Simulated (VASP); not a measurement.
Input of a VASP 6.6.1 run:

INCAR

```
SYSTEM = CdS
ALGO     = Normal         ! electronic algorithm
EDIFF    = 1E-8           ! SCF threshold, eV
ENCUT    = 520            ! plane-wave cutoff, eV
GGA      = PS             ! functional
ISIF     = 2              ! what is computed and relaxed
ISMEAR   = -1             ! smearing method
LASPH    = .True.         ! aspherical terms in the spheres
LCHARG   = .False.        ! write CHGCAR
LEFG     = .True.       
LREAL    = .False.        ! projectors in reciprocal space
LWAVE    = .False.        ! write WAVECAR
NBANDS   = 16             ! bands
NELM     = 60             ! most SCF steps
PREC     = Accurate       ! precision mode
SIGMA    = 0.02           ! smearing width, eV
```

File KPOINTS:

```
k-points
0
Gamma
  7 7 7
  0 0 0
```

Contents of POSCAR:

```
CdS
1.0
    0.0000000000      2.9429534649      2.9135239302
    2.9429534649      0.0000000000      2.9135239302
    2.9429534649      2.9429534649      0.0000000000
Cd S
1 1
Direct
    0.0000000000      0.0000000000      0.0000000000
    0.7500000000      0.7500000000      0.7500000000
```

Potentials or basis: VASP PAW PBE potentials, release 64 (Cd, S).

Run with:

```bash
$ cat potpaw_PBE.64/Cd/POTCAR potpaw_PBE.64/S/POTCAR > POTCAR
$ mpirun -np 1 vasp_std > vasp.out
```

Question: Predict the pressure.

Answer: -0.9 GPa.

Question: Estimate the band gap on the k mesh.

Answer: 0.95 eV, direct.

Electric field gradients, principal values (V/Å²):
```csv
atom,least,middle,greatest (by size)
1 Cd,-1.549,-1.552,3.101
2 S,0.943,0.943,-1.886
```

Caveat: the cell differs from its parent crystal (zz strain of -1 %); without QUAD_EFG the Cq values of the log hold for a quadrupole moment of 1 mb, not for the nuclei; the PAW data sets were made with another functional, which shifts forces and pressure a little.
